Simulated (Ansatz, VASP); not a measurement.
**TiC in VASP and in Ansatz**

INCAR

```
  PREC = Accurate
  ENCUT = 520
  EDIFF = 1E-7
  ISMEAR = -1
  SIGMA = 0.03
  LREAL = F
  LASPH = T
  NELM = 60
  ALGO = Normal
  ISIF = 2
  LWAVE = F
  LCHARG = T
  GGA = PS
  LELF = T
  LVHAR = T
  NBANDS = 15
```

Contents of KPOINTS:

```
Automatic mesh
0
Gamma
  14 14 14
```

POSCAR

```
TiC
1.0
    0.0000000000      2.1711894216      2.1711894216
    2.1711894216      0.0000000000      2.1711894216
    2.1711894216      2.1711894216      0.0000000000
Ti C
1 1
Direct
    0.0000000000      0.0000000000      0.0000000000
    0.5000000000      0.5000000000      0.5000000000
```

Input for Ansatz:

```yaml
crystal:
  lattice:
    - [0.0, 2.1711894216, 2.1711894216]
    - [2.1711894216, 0.0, 2.1711894216]
    - [2.1711894216, 2.1711894216, 0.0]
  atoms:
    - { symbol: Ti, position: [0.0, 0.0, 0.0] }
    - { symbol: C, position: [0.5, 0.5, 0.5] }
kpoints:
  mp_grid: { grid: [14, 14, 14] }
  band_path:
    path:
      - [0.0, 0.0, 0.0]
      - [0.5, 0.0, 0.5]
      - [0.625, 0.25, 0.625]
      - [0.375, 0.375, 0.75]
      - [0.0, 0.0, 0.0]
      - [0.5, 0.5, 0.5]
      - [0.5, 0.25, 0.75]
      - [0.5, 0.0, 0.5]
    npoints: 5
scf:
  occupations: { method: fermi_dirac, width: 0.03 }
hamiltonian:
  xc: pbesol
  pseudopotentials: { kind: all_electron, lapw: { basis_error: 0.00025 } }
output:
  forces: true
  stress: true
  eigenvalues: true
```

Change from the starting cell: volume scaled by 1.01.

Alike in both runs: task single point; functional PBEsol; k mesh 14 × 14 × 14; occupations fermi-dirac, width 0.03 eV; no spin polarisation.

|  | VASP | Ansatz |
| --- | --- | --- |
| version | VASP 6.6.1 | Ansatz 0.2.0 |
| potentials or method | VASP PAW PBE potentials, release 64 (Ti_sv, C), cutoff 520 eV | all-electron LAPW, scalar-relativistic |

```tsv
	VASP	Ansatz	Ansatz less VASP
pressure (GPa)	-8.3	-8.6	-0.31
```

VASP's potentials were made for PBE, not for PBEsol. Ansatz ran all-electron here, and VASP with PAW potentials.
